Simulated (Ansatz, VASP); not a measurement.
Two plane-wave programs on N

```
CELL_PARAMETERS angstrom
3.62900 0.00000 0.00000
-1.81450 3.14281 0.00000
0.00000 0.00000 5.89000
ATOMIC_POSITIONS crystal
N 0.39480 0.71167 0.21604
N 0.66667 0.33333 0.75000
```

Alike in both runs: task single point; functional r2SCAN; k mesh 6 × 6 × 4; occupations gaussian, width 0.05 eV; collinear spin.

|  | VASP | Ansatz |
| --- | --- | --- |
| version | VASP 6.6.1 | Ansatz 0.2.0 |
| potentials or method | VASP PAW PBE potentials, release 64 (N), cutoff 520 eV | scalar-relativistic, plane waves, PAW |
| valence electrons in the cell | 10 | 10 |

Ansatz gave:

| Quantity | Value |
| --- | --- |
| gap on the k mesh at the Fermi level (eV) | 3.90 |
| least direct gap on the mesh (eV) | 3.90 |
| pressure (GPa) | 0.4 |
| traceless stress, the component that is largest in VASP (GPa) | 0.06 |
| rms of the force components (eV/Å) | 0.029 |
| net moment per atom (μB) | 3.00 |
| size of the moment on the site where the two differ most (μB) | 2.87 |

Which values does VASP return?

gap on the k mesh at the Fermi level (eV): 3.91; least direct gap on the mesh (eV): 3.91; pressure (GPa): 0.2; traceless stress, the component that is largest in VASP (GPa): 0.06; rms of the force components (eV/Å): 0.029; net moment per atom (μB): 3.00; size of the moment on the site where the two differ most (μB): 1.99.

VASP's potentials were made for PBE, not for r2SCAN. Site moments also hang on the region over which each program counts them. Atom by atom the forces differ by 0.001 eV/Å (rms over components). Ansatz's warnings: stability check not made.
